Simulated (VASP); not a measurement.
# Pd (Fm-3m) in VASP: density of states with LDA

Aim: the density of states of Pd with LDA.

Everything below comes from runs of VASP 6.6.1. Logs are shortened: lines on timing, memory, paths and dates and some standing lists are left out, and cuts for length are marked.

### Step 1. The cell of the first run

Symmetry: Fm-3m, No. 225, cubic system. The conventional cell has a = 3.839 Å, b = 3.839 Å, c = 3.839 Å, α = 90.00°, β = 90.00°, γ = 90.00°. Pd (site symmetry m-3m) has 12 Pd at 2.71 Å within 3.6 Å.

### Step 2. Density of states, LDA

The input, POSCAR:

```
Pd
1.0
    0.0000000000      1.9193930531      1.9193930531
    1.9193930531      0.0000000000      1.9193930531
    1.9193930531      1.9193930531      0.0000000000
Pd
1
Direct
    0.0000000000      0.0000000000      0.0000000000
```

The input, INCAR.step1:

```
SYSTEM = Pd
ALGO = Normal
EDIFF = 1E-7
ENCUT = 520
ISIF = 2
ISMEAR = 0
LASPH = .TRUE.
LCHARG = .TRUE.
LMAXMIX = 4
LREAL = .FALSE.
LWAVE = .FALSE.
NBANDS = 11
NELM = 80
PREC = Accurate
SIGMA = 0.05
```

The input, KPOINTS.step1:

```
k-points
0
G
  18 18 18
  0 0 0
```

The input, INCAR.step2:

```
SYSTEM = Pd
ALGO = Normal
EDIFF = 1E-7
ENCUT = 520
ICHARG = 11
ISIF = 2
ISMEAR = -5
LASPH = .TRUE.
LCHARG = .FALSE.
LMAXMIX = 4
LORBIT = 11
LREAL = .FALSE.
LWAVE = .FALSE.
NBANDS = 11
NEDOS = 1001
NELM = 80
PREC = Accurate
SIGMA = 0.05
```

The input, KPOINTS.step2:

```
k-points
0
G
  27 27 27
  0 0 0
```

Potentials or basis: VASP PAW LDA potentials, release 64 (Pd).

Launch:

```sh
$ cat potpaw_LDA.64/Pd/POTCAR > POTCAR
$ cp INCAR.step1 INCAR
$ cp KPOINTS.step1 KPOINTS
$ mpirun -np 1 vasp_std > vasp.out
$ cp INCAR.step2 INCAR
$ cp KPOINTS.step2 KPOINTS
$ mpirun -np 1 vasp_std > vasp.out
```

OUTCAR:

```text
SYSTEM = Pd
   EDIFF = 1E-7
   ENCUT = 520
   ICHARG = 11
   ISIF = 2
   ISMEAR = -5
   LASPH = .TRUE.
   LORBIT = 11
   LREAL = .FALSE.
   NELM = 80
   PREC = Accurate

 ion  position               nearest neighbor table
   1  0.000  0.000  0.000-

  LATTYP: Found a face centered cubic cell.
 ALAT       =     3.8387861062

  Lattice vectors:

 A1 = (   0.0000000000,   1.9193930531,   1.9193930531)
 A2 = (   1.9193930531,   0.0000000000,   1.9193930531)
 A3 = (   1.9193930531,   1.9193930531,   0.0000000000)

Analysis of symmetry for initial positions (statically):
=====================================================================
 Subroutine PRICEL returns:
 Original cell was already a primitive cell.

 Routine SETGRP: Setting up the symmetry group for a
 face centered cubic supercell.

 Subroutine GETGRP returns: Found 48 space group operations
 (whereof 48 operations were pure point group operations)
 out of a pool of 48 trial point group operations.

The static configuration has the point symmetry O_h .

Analysis of symmetry for dynamics (positions and initial velocities):
=====================================================================
 Subroutine PRICEL returns:
 Original cell was already a primitive cell.

 Routine SETGRP: Setting up the symmetry group for a
 face centered cubic supercell.

 Subroutine GETGRP returns: Found 48 space group operations
 (whereof 48 operations were pure point group operations)
 out of a pool of 48 trial point group operations.

The dynamic configuration has the point symmetry O_h .

 Subroutine INISYM returns: Found 48 space group operations
 (whereof 48 operations are pure point group operations),
 and found     1 'primitive' translations

----------------------------------------------------------------------------------------

                                     Primitive cell

  volume of cell :      14.1424

  direct lattice vectors                    reciprocal lattice vectors
     0.000000000  1.919393053  1.919393053    -0.260499015  0.260499015  0.260499015
     1.919393053  0.000000000  1.919393053     0.260499015 -0.260499015  0.260499015
     1.919393053  1.919393053  0.000000000     0.260499015  0.260499015 -0.260499015

  length of vectors
     2.714431687  2.714431687  2.714431687     0.451197530  0.451197530  0.451197530

  position of ions in fractional coordinates (direct lattice)
     0.000000000  0.000000000  0.000000000

  ion indices of the primitive-cell ions
   primitive index   ion index
                 1           1

----------------------------------------------------------------------------------------

 KPOINTS: k-points

Automatic generation of k-mesh.
 Grid dimensions read from file:
 generate k-points for:   27   27   27

 Generating k-lattice:

  Cartesian coordinates                     Fractional coordinates (reciprocal lattice)
    -0.009648112  0.009648112  0.009648112     0.037037037  0.000000000  0.000000000
     0.009648112 -0.009648112  0.009648112     0.000000000  0.037037037  0.000000000
     0.009648112  0.009648112 -0.009648112     0.000000000  0.000000000  0.037037037

  Length of vectors
     0.016711020  0.016711020  0.016711020

  Shift w.r.t. Gamma in fractional coordinates (k-lattice)
     0.000000000  0.000000000  0.000000000

 TETIRR: Found   2653 inequivalent tetrahedra from   118098

 Subroutine IBZKPT returns following result:
 ===========================================

 Found    560 irreducible k-points:

 Following reciprocal coordinates:
            Coordinates               Weight
  0.000000  0.000000  0.000000      1.000000
  0.037037  0.000000  0.000000      8.000000
  0.074074  0.000000  0.000000      8.000000
  0.111111  0.000000  0.000000      8.000000
  0.148148  0.000000  0.000000      8.000000
  0.185185  0.000000  0.000000      8.000000
[... 16 lines left out ...]
  0.333333  0.037037  0.000000     24.000000
  0.370370  0.037037  0.000000     24.000000
 [... further k-points ...]
   k-points           NKPTS =    560   k-points in BZ     NKDIM =    560   number of bands    NBANDS=     11
   number of dos      NEDOS =   1001   number of ions     NIONS =      1
   total plane-waves  NPLWV =   8000
   dimension x,y,z NGX =    20 NGY =   20 NGZ =   20
   dimension x,y,z NGXF=    40 NGYF=   40 NGZF=   40
   ions per type =               1
   NGX,Y,Z   is equivalent  to a cutoff of  12.25, 12.25, 12.25 a.u.
   NGXF,Y,Z  is equivalent  to a cutoff of  24.50, 24.50, 24.50 a.u.
 SYSTEM =  Pd
   PREC   = accura    normal or accurate (medium, high low for compatibility)
   ISTART =      0    job   : 0-new  1-cont  2-samecut
   ICHARG =     11    charge: 1-file 2-atom 10-const
   ISPIN  =      1    spin polarized calculation?
   LNONCOLLINEAR =      F non collinear calculations
   LSORBIT =      F    spin-orbit coupling
   LASPH  =      T    aspherical Exc in radial PAW
   ENCUT  =  520.0 eV  38.22 Ry    6.18 a.u.   5.05  5.05  5.05*2*pi/ulx,y,z
   NELM   =     80;   NELMIN=  2; NELMDL=  0     # of ELM steps
   EDIFF  = 0.1E-06   stopping-criterion for ELM
   LREAL  =      F    real-space projection
   EDIFFG = 0.1E-05   stopping-criterion for IOM
   NSW    =      0    number of steps for IOM
   IBRION =     -1    ionic relax: 0-MD 1-quasi-New 2-CG
   NFREE  =      0    steps in history (QN), initial steepest desc. (CG)
   ISIF   =      2    stress and relaxation
   ISYM   =      2    0-nonsym 1-usesym 2-fastsym
   POTIM  = 0.5000    time-step for ionic-motion
   TEBEG  =    0.0;   TEEND  =   0.0 temperature during run
   PSTRESS=    0.0 pullay stress
   NELECT =      10.0000    total number of electrons
   NUPDOWN=      -1.0000    fix difference up-down
   EMIN   =  10.00;   EMAX   =-10.00  energy-range for DOS
   EFERMI =   0.00;   METHOD = LEGACY
   ISMEAR =    -5;   SIGMA  =   0.05  broadening in eV -4-tet -1-fermi 0-gaus
   EFERMI_NEDOS =   21; number of points for ismear=-14 and -15
   IALGO  =     38    algorithm
   IMIX   =      4    mixing-type and parameters
     AMIX     =   0.40;   BMIX     =  1.00
     AMIX_MAG =   1.60;   BMIX_MAG =  1.00
  volume/ion in A,a.u.               =      14.14        95.44
  Fermi-wavevector in a.u.,A,eV,Ry     =   1.458481  2.756130 28.941880  2.127168
  Thomas-Fermi vector in A             =   2.575161
   LORBIT       =     11    0 simple, 1 ext, 2 COOP (PROOUT), +10 PAW based schemes
   GGA     = CA    functional components
   LHFCALC =     F    Hartree Fock is set to
   AEXX    =    0.0000 exact exchange contribution
   IVDW    =     0    specifies the selected vdW correction
   LEPSILON=     F    determine dielectric tensor
   LRPA    =     F    only Hartree local field effects (RPA)
 non-spin polarized calculation
 Fermi weights with tetrahedron method with Bloechl corrections
  energy-cutoff  :      520.00
  volume of cell :       14.14
 maximum number of plane-waves:       390

 number of electron      10.0000005 magnetization

 Free energy of the ion-electron system (eV)
  ---------------------------------------------------
  ext. energy  EPLUGINS =         0.00000000
  ---------------------------------------------------
  free energy    TOTEN  =        -6.49379292 eV

  energy without entropy =       -6.49379292  energy(sigma->0) =       -6.49379292

 E-fermi :  10.3212     XC(G=0): -13.7757

 val. band max:       10.3305811440   @ k =   0.4444   0.1481   0.0000
 cond. band min:      10.3247444530   @ k =  -0.4074   0.3704   0.0370
 fundamental gap:     -0.0058366910
 Fermi energy:        10.3211826108

 k-point     1 :       0.0000    0.0000    0.0000
  band No.  band energies     occupation
      1       2.7613      2.00000
      2       7.2599      2.00000
      3       7.2599      2.00000
      4       7.2599      2.00000
      5       9.0237      2.00000
      6       9.0237      2.00000
      7      27.4680      0.00000
      8      32.4319      0.00000
      9      32.4319      0.00000
     10      32.4319      0.00000
     11      35.9490      0.00000

 k-point     2 :       0.0370    0.0000    0.0000
  band No.  band energies     occupation
      1       2.8135      2.00000
      2       7.2399      2.00000
      3       7.2789      2.00000
      4       7.2789      2.00000
      5       9.0139      2.00000
      6       9.0139      2.00000
      7      27.5305      0.00000
      8      32.0756      0.00000
      9      32.4965      0.00000
     10      32.4965      0.00000
     11      35.9595      0.00000

 k-point     3 :       0.0741    0.0000    0.0000
  band No.  band energies     occupation
      1       2.9676      2.00000
      2       7.1842      2.00000
      3       7.3330      2.00000
      4       7.3330      2.00000
      5       8.9881      2.00000
      6       8.9881      2.00000
      7      27.7037      0.00000
      8      31.2167      0.00000
      9      32.6867      0.00000
     10      32.6867      0.00000
     11      35.9741      0.00000

 k-point     4 :       0.1111    0.0000    0.0000
  band No.  band energies     occupation
      1       3.2154      2.00000
      2       7.1063      2.00000
      3       7.4123      2.00000
      4       7.4123      2.00000
      5       8.9577      2.00000
      6       8.9577      2.00000
      7      27.9346      0.00000
      8      30.1537      0.00000
      9      32.9899      0.00000
     10      32.9899      0.00000
     11      35.9810      0.00000
[... 239 lines left out ...]
 k-point    22 :       0.2963    0.0370    0.0000
  band No.  band energies     occupation
      1       4.7122      2.00000
      2       7.4357      2.00000
      3       7.5639      2.00000
      4       7.5699      2.00000
      5       9.2898      2.00000
      6       9.5094      2.00000
      7      23.9345      0.00000
      8      28.3900      0.00000
      9      33.2027      0.00000
     10      35.0197      0.00000
     11      35.9111      0.00000

 k-point    23 :       0.3333    0.0370    0.0000
  band No.  band energies     occupation
      1       4.7858      2.00000
      2       7.4298      2.00000
      3       7.5005      2.00000
      4       8.0302      2.00000
      5       9.5888      2.00000
      6       9.7264      2.00000
      7      22.5616      0.00000
      8      28.0145      0.00000
      9      32.8162      0.00000
     10      34.1794      0.00000
     11      35.9689      0.00000

 k-point    24 :       0.3704    0.0370    0.0000
  band No.  band energies     occupation
      1       4.7814      2.00000
      2       7.3487      2.00000
      3       7.4240      2.00000
      4       8.6651      2.00000
      5       9.9392      2.00000
      6       9.9472      2.11914
      7      21.2163      0.00000
      8      27.6378      0.00000
      9      32.3508      0.00000
     10      33.3393      0.00000
     11      35.9708      0.00000

 [... further k-points ...]
[... 5 lines left out ...]
  --------------------------------------------------------------------------------------
  -------------------------------------------------------------------------------------
  Total        0.0537074      0.0537074      0.0537074      0.0000000     -0.0000000      0.0000000
  in kB        6.0844682      6.0844682      6.0844682      0.0000000     -0.0000000      0.0000000
  external PRESSURE =       6.0844682 kB  Pullay stress =       0.0000000 kB

 VOLUME and BASIS-vectors are now :
 -----------------------------------------------------------------------------
  energy-cutoff  :      520.00
  volume of cell :       14.14
      direct lattice vectors                 reciprocal lattice vectors
     0.000000000  1.919393053  1.919393053    -0.260499015  0.260499015  0.260499015
     1.919393053  0.000000000  1.919393053     0.260499015 -0.260499015  0.260499015
     1.919393053  1.919393053  0.000000000     0.260499015  0.260499015 -0.260499015

 POSITION                                       TOTAL-FORCE (eV/Angst)
 -----------------------------------------------------------------------------------
      0.00000      0.00000      0.00000        -0.000000     -0.000000      0.000000
 -----------------------------------------------------------------------------------
    total drift:                               -0.000000     -0.000000     -0.000000

  FREE ENERGIE OF THE ION-ELECTRON SYSTEM (eV)
  ---------------------------------------------------
  free  energy   TOTEN  =        -6.4937929164 eV

  energy  without entropy=       -6.4937929164  energy(sigma->0) =       -6.49379292

 total charge

# of ion       s       p       d       tot
------------------------------------------
    1        0.513   0.529   8.490   9.532
```

It took 41 s on 1 thread of AMD EPYC 9R45 (Zen 5), shared host; peak memory 0.16 GiB.

Results:

| Quantity | Value |
| --- | --- |
| Valence electrons inside the program's atomic spheres | Pd 9.53 |

Levels at points of the mesh, in eV from the Fermi level:
```csv
k point,band 1,band 2,band 3,band 4,band 5,band 6,band 7,band 8,band 9,band 10
"(0.00, 0.00, 0.00)",-7.56,-3.06,-3.06,-3.06,-1.30,-1.30,17.15,22.11,22.11,22.11
```

Caveat: tetrahedron occupations give inexact forces and stress in metals.
